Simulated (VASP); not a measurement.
# Sn8S8O (a cell with a defect) in VASP: further runs

The runs below take Sn8S8O (a cell with a defect) through single point, with LDA.

All numbers are computed with VASP 6.6.1; they aren't measurements. Logs are shortened: lines on timing, memory, paths and dates and some standing lists are left out, and cuts for length are marked.

## Step 1: The cell of the first run

The cell holds a defect, 17 atoms: a = 7.463 Å, b = 7.463 Å, c = 8.181 Å, α = 74.10°, β = 74.10°, γ = 104.42°.

## Step 2: Single point, LDA, collinear spin, ferromagnetic start

INCAR reads:

```
PREC = Accurate
ENCUT = 520
EDIFF = 1E-7
ISMEAR = -1
SIGMA = 0.05
LREAL = Auto
LASPH = True
NELM = 150
ALGO = Normal
ISIF = 2
LWAVE = False
LCHARG = False
ISPIN = 2
MAGMOM = 0 0 0 0 0 0 0 0 0 0 0 0 0 0 0 0 1
LORBIT = 11
NBANDS = 101
```

KPOINTS reads:

```
regular mesh
0
Gamma
  1 1 1
```

POSCAR reads:

```
Sn8S8O
1.0
    2.0452200000      5.8981200000      4.0903230000
    2.0452200000     -5.8981200000      4.0903230000
    8.1808790000      0.0000000000      0.0000000000
Sn S O
8 8 1
Direct
    0.0614917523      0.7315018572      0.0713558543
    0.4958667163      0.7270929375      0.1383810293
    0.0065257782      0.7055451267      0.5374677151
    0.5343003393      0.7726135645      0.6121192534
    0.5022021723      0.3123789744      0.2867909851
    1.0699868133      0.1954878204      0.3288309202
    0.5852788480      0.2070057711      0.7664462036
    1.0445044230      0.2447580631      0.8845717652
    0.3011959743      0.5161966864     -0.0171922623
    0.3136634822      0.9687535787      0.1679862248
    0.2683249126      0.5040101818      0.5092612687
    0.3539646708      1.0072236754      0.6573340555
    0.7632379571      0.0802406630      0.2043913199
    0.8264246916      0.4473377961      0.4041222813
    0.7877806954     -0.0113383460      0.7464851366
    0.8284065011      0.5002171797      0.9053027524
    0.1151874788      1.0556735998      1.1358475666
```

Potentials or basis: VASP PAW LDA potentials, release 64 (Sn_d, S, O).

Launch:

```
cat potpaw_LDA.64/Sn_d/POTCAR potpaw_LDA.64/S/POTCAR potpaw_LDA.64/O/POTCAR > POTCAR
mpirun -np 1 vasp_gam > vasp.out
```

OUTCAR:

```text
PREC = Accurate
   ENCUT = 520
   EDIFF = 1E-7
   ISMEAR = -1
   LREAL = Auto
   LASPH = True
   NELM = 150
   ISIF = 2
   ISPIN = 2
   LORBIT = 11

 ion  position               nearest neighbor table
   1  0.061  0.732  0.071-  17 2.57  10 2.69  14 2.71   9 2.77  16 2.99  12 3.22   2 3.44   3 3.67

   2  0.496  0.727  0.138-  10 2.54   9 2.68  11 2.80   5 3.02  15 3.08  13 3.16   1 3.44
   3  0.007  0.706  0.537-  14 2.72  16 2.73  11 2.75  10 2.99   6 3.43   4 3.59   1 3.67
   4  0.534  0.773  0.612-  12 2.50  15 2.82   9 2.86  11 2.92  13 3.17   3 3.59
   5  0.502  0.312  0.287-  14 2.89  12 2.95  13 2.98   2 3.02   6 3.02  11 3.06  16 3.06  10 3.13

   6  0.070  0.195  0.329-  17 2.12  13 2.79   9 2.88  14 2.99   5 3.02  10 3.06  15 3.17   3 3.43
                             8 3.61
   7  0.585  0.207  0.766-  15 2.49  12 2.51  14 2.79  10 3.07  16 3.14
   8  0.045  0.245  0.885-  17 2.42  13 2.59  16 2.80   9 2.87  11 2.88  15 3.02   6 3.61
   9  0.301  0.516  0.983-   2 2.68   1 2.77   4 2.86   8 2.87   6 2.88
  10  0.314  0.969  0.168-  17 1.81   2 2.54   1 2.69   3 2.99   6 3.06   7 3.07   5 3.13
  11  0.268  0.504  0.509-   3 2.75   2 2.80   8 2.88   4 2.92   5 3.06
  12  0.354  0.007  0.657-   4 2.50   7 2.51   5 2.95   1 3.22
  13  0.763  0.080  0.204-   8 2.59   6 2.79   5 2.98   2 3.16   4 3.17
  14  0.826  0.447  0.404-   1 2.71   3 2.72   7 2.79   5 2.89   6 2.99
  15  0.788  0.989  0.746-   7 2.49   4 2.82   8 3.02   2 3.08   6 3.17
  16  0.828  0.500  0.905-   3 2.73   8 2.80   1 2.99   5 3.06   7 3.14
  17  0.115  0.056  0.136-  10 1.81   6 2.12   8 2.42   1 2.57

  LATTYP: Found a base centered monoclinic cell.
 ALAT       =     9.1462926025
 B/A-ratio  =     1.2897291299
 C/A-ratio  =     0.8944475489
 COS(beta)  =    -0.4472238291

  Lattice vectors:

 A1 = (  -2.0452200000,  -5.8981200000,  -4.0903230000)
 A2 = (  -2.0452200000,   5.8981200000,  -4.0903230000)
 A3 = (   8.1808790000,   0.0000000000,   0.0000000000)

Analysis of symmetry for initial positions (statically):
=====================================================================
 Subroutine PRICEL returns:
 Original cell was already a primitive cell.

 Routine SETGRP: Setting up the symmetry group for a
 base centered monoclinic supercell.

 Subroutine GETGRP returns: Found  1 space group operations
 (whereof  1 operations were pure point group operations)
 out of a pool of  4 trial point group operations.

The static configuration has the point symmetry C_1 .

Analysis of symmetry for dynamics (positions and initial velocities):
=====================================================================
 Subroutine PRICEL returns:
 Original cell was already a primitive cell.

 Routine SETGRP: Setting up the symmetry group for a
 base centered monoclinic supercell.

 Subroutine GETGRP returns: Found  1 space group operations
 (whereof  1 operations were pure point group operations)
 out of a pool of  4 trial point group operations.

The dynamic configuration has the point symmetry C_1 .

Analysis of structural, dynamic, and magnetic symmetry:
=====================================================================
 Subroutine PRICEL returns:
 Original cell was already a primitive cell.

 Routine SETGRP: Setting up the symmetry group for a
 base centered monoclinic supercell.

 Subroutine GETGRP returns: Found  1 space group operations
 (whereof  1 operations were pure point group operations)
 out of a pool of  4 trial point group operations.

The overall configuration has the point symmetry C_1 .

 Subroutine INISYM returns: Found  1 space group operations
 (whereof  1 operations are pure point group operations),
 and found     1 'primitive' translations

----------------------------------------------------------------------------------------

                                     Primitive cell

  volume of cell :     394.7309

  direct lattice vectors                    reciprocal lattice vectors
     2.045220000  5.898120000  4.090323000     0.000000000  0.084772775  0.122239735
     2.045220000 -5.898120000  4.090323000     0.000000000 -0.084772775  0.122239735
     8.180879000  0.000000000  0.000000000     0.122236254  0.000000000 -0.061119875

  length of vectors
     7.463342859  7.463342859  8.180879000     0.148758113  0.148758113  0.136665068

  position of ions in fractional coordinates (direct lattice)
     0.061491752  0.731501857  0.071355854
     0.495866716  0.727092937  0.138381029
[... 74 lines left out ...]
   PREC   = accura    normal or accurate (medium, high low for compatibility)
   ISTART =      0    job   : 0-new  1-cont  2-samecut
   ICHARG =      2    charge: 1-file 2-atom 10-const
   ISPIN  =      2    spin polarized calculation?
   LNONCOLLINEAR =      F non collinear calculations
   LSORBIT =      F    spin-orbit coupling
   LASPH  =      T    aspherical Exc in radial PAW
   ENCUT  =  520.0 eV  38.22 Ry    6.18 a.u.  13.88 13.88 15.21*2*pi/ulx,y,z
   NELM   =    150;   NELMIN=  2; NELMDL= -5     # of ELM steps
   EDIFF  = 0.1E-06   stopping-criterion for ELM
   LREAL  =      T    real-space projection
   EDIFFG = 0.1E-05   stopping-criterion for IOM
   NSW    =      0    number of steps for IOM
   IBRION =     -1    ionic relax: 0-MD 1-quasi-New 2-CG
   NFREE  =      0    steps in history (QN), initial steepest desc. (CG)
   ISIF   =      2    stress and relaxation
   ISYM   =      2    0-nonsym 1-usesym 2-fastsym
   POTIM  = 0.5000    time-step for ionic-motion
   TEBEG  =    0.0;   TEEND  =   0.0 temperature during run
   PSTRESS=    0.0 pullay stress
   NELECT =     166.0000    total number of electrons
   NUPDOWN=      -1.0000    fix difference up-down
   EMIN   =  10.00;   EMAX   =-10.00  energy-range for DOS
   EFERMI =   0.00;   METHOD = LEGACY
   ISMEAR =    -1;   SIGMA  =   0.05  broadening in eV -4-tet -1-fermi 0-gaus
   EFERMI_NEDOS =   21; number of points for ismear=-14 and -15
   IALGO  =     38    algorithm
   IMIX   =      4    mixing-type and parameters
     AMIX     =   0.40;   BMIX     =  1.00
     AMIX_MAG =   1.60;   BMIX_MAG =  1.00
  volume/ion in A,a.u.               =      23.22       156.69
  Fermi-wavevector in a.u.,A,eV,Ry     =   1.226527  2.317800 20.468178  1.504369
  Thomas-Fermi vector in A             =   2.361525
   LORBIT       =     11    0 simple, 1 ext, 2 COOP (PROOUT), +10 PAW based schemes
   GGA     = CA    functional components
   LHFCALC =     F    Hartree Fock is set to
   AEXX    =    0.0000 exact exchange contribution
   IVDW    =     0    specifies the selected vdW correction
   LEPSILON=     F    determine dielectric tensor
   LRPA    =     F    only Hartree local field effects (RPA)
 spin polarized calculation
  energy-cutoff  :      520.00
  volume of cell :      394.73
 maximum number of plane-waves:      5313
 NGX is ok and might be reduce to    54
   NGX = 27   NGY = 27   NGZ = 31

 number of electron     166.0000009 magnetization       0.0000572

 number of electron     166.0000009 magnetization      -0.0000166

 Free energy of the ion-electron system (eV)
  ---------------------------------------------------
  ext. energy  EPLUGINS =         0.00000000
  ---------------------------------------------------
  free energy    TOTEN  =       -86.13373641 eV

  energy without entropy =      -86.13372923  energy(sigma->0) =      -86.13373282

 E-fermi :   6.1400     XC(G=0): -10.1853

 val. band max:        5.4959100947   @ k =   0.0000   0.0000   0.0000
 cond. band min:       6.7838496630   @ k =   0.0000   0.0000   0.0000
 fundamental gap:      1.2879395682
 Fermi energy:         6.1399825680

 spin component 1

 k-point     1 :       0.0000    0.0000    0.0000
  band No.  band energies     occupation
      1     -15.8793      1.00000
      2     -15.8032      1.00000
      3     -15.7929      1.00000
      4     -15.7709      1.00000
      5     -15.7513      1.00000
      6     -15.7320      1.00000
[... 87 lines left out ...]
     94       9.1320      0.00000
     95       9.3216      0.00000
 Fermi energy:         6.1399825680

 spin component 2

 k-point     1 :       0.0000    0.0000    0.0000
  band No.  band energies     occupation
      1     -15.8793      1.00000
      2     -15.8032      1.00000
      3     -15.7929      1.00000
      4     -15.7709      1.00000
      5     -15.7513      1.00000
      6     -15.7320      1.00000
[... 87 lines left out ...]
     94       9.1320      0.00000
     95       9.3216      0.00000
 [bands above 95 left out]

------------------------ aborting loop because EDIFF is reached ----------------------------------------

  FORCE on cell =-STRESS in cart. coord.  units (eV):
  Direction    XX          YY          ZZ          XY          YZ          ZX
  --------------------------------------------------------------------------------------
  -------------------------------------------------------------------------------------
  Total       -9.4880285     -6.2200380    -11.5210563      2.4268256     -1.1183020      4.4373798
  in kB      -38.5110527    -25.2465738    -46.7629291      9.8502664     -4.5390871     18.0109247
  external PRESSURE =     -36.8401852 kB  Pullay stress =       0.0000000 kB

 VOLUME and BASIS-vectors are now :
 -----------------------------------------------------------------------------
  energy-cutoff  :      520.00
  volume of cell :      394.73
      direct lattice vectors                 reciprocal lattice vectors
     2.045220000  5.898120000  4.090323000     0.000000000  0.084772775  0.122239735
     2.045220000 -5.898120000  4.090323000     0.000000000 -0.084772775  0.122239735
     8.180879000  0.000000000  0.000000000     0.122236254  0.000000000 -0.061119875

 POSITION                                       TOTAL-FORCE (eV/Angst)
 -----------------------------------------------------------------------------------
      2.20560     -3.95180      3.24360        -1.107414     -0.098625     -0.812598
      3.63330     -1.36380      5.00230        -0.360452      1.191599      0.839024
      5.85330     -4.12290      2.91260         0.805060      0.342614     -0.311895
      7.68060     -1.40560      5.34570        -0.148852      0.496333     -0.307695
      4.01220      1.11960      3.33190         0.505851      1.501955      0.381637
      3.23308     -0.74022      1.08588         0.605474     -1.142184     -0.494015
[... 9 lines left out ...]
     10.12350      1.93570      5.43450        -1.163632      0.576237      0.221244
      1.46080      0.35102      0.69888         0.022274      1.354031     -0.375101
 -----------------------------------------------------------------------------------
    total drift:                                0.003454      0.004652      0.001102

  FREE ENERGIE OF THE ION-ELECTRON SYSTEM (eV)
  ---------------------------------------------------
  free  energy   TOTEN  =       -86.1337364114 eV

  energy  without entropy=      -86.1337292314  energy(sigma->0) =      -86.13373282

 total charge

# of ion       s       p       d       tot
------------------------------------------
    1        1.373   0.722  10.002  12.097
    2        1.294   0.812  10.014  12.120
    3        1.316   0.768   9.992  12.076
    4        1.326   0.777  10.001  12.104
    5        1.312   0.737   9.992  12.041
    6        1.301   0.799  10.037  12.138
[... 9 lines left out ...]
   16        1.374   2.263   0.000   3.637
   17        1.603   3.331   0.000   4.934
--------------------------------------------------
tot         23.182  27.654  80.075 130.912

 magnetization (x)

# of ion       s       p       d       tot
------------------------------------------
    1       -0.000  -0.000   0.000  -0.000
    2       -0.000   0.000  -0.000  -0.000
    3       -0.000  -0.000  -0.000  -0.000
    4       -0.000   0.000  -0.000   0.000
    5       -0.000   0.000  -0.000  -0.000
    6        0.000  -0.000   0.000   0.000
[... 9 lines left out ...]
   16        0.000   0.000   0.000   0.000
   17       -0.000   0.000   0.000   0.000
--------------------------------------------------
tot         -0.000   0.000   0.000   0.000
```

Run time: 2.4 min. Hardware: 1 thread of Intel Xeon Platinum 8488C (Sapphire Rapids), shared host; peak memory 0.39 GiB.

Results:

```
Free energy                                           : -86.1337 eV
Pressure                                              : -3.7 GPa
Largest force                                         : 1.630 eV/Å
Band gap on the k mesh                                : 1.29 eV
Net moment                                            : 0.00 μB per cell
Valence electrons inside the program's atomic spheres : Sn 12.10, 12.12, 12.08, 12.04, 12.14, 12.21; S 3.64, 3.58, 3.65, 3.68, 3.62, 3.66; O 4.93
```

Forces in eV/Å, atoms in the order of the input:
```
Sn  -1.107 -0.099 -0.813
Sn  -0.360  1.192  0.839
Sn   0.805  0.343 -0.312
Sn  -0.149  0.496 -0.308
Sn   0.506  1.502  0.382
Sn   0.605 -1.142 -0.494
Sn   0.578 -0.502  0.565
Sn  -0.695 -0.435  0.123
S    0.895 -0.646 -0.273
S   -0.383 -1.005  0.550
S    0.230 -0.658  0.789
S   -1.145 -0.709 -0.636
S    0.738  0.095 -0.738
S   -0.168 -0.623  0.387
S    0.790  0.261  0.092
S   -1.164  0.576  0.221
O    0.022  1.354 -0.375
```

Caveat: the k points lie up to 0.93 Å⁻¹ apart; spin-orbit coupling is left out, which moves the levels of the heavy elements.

[end of part 1 of 2]
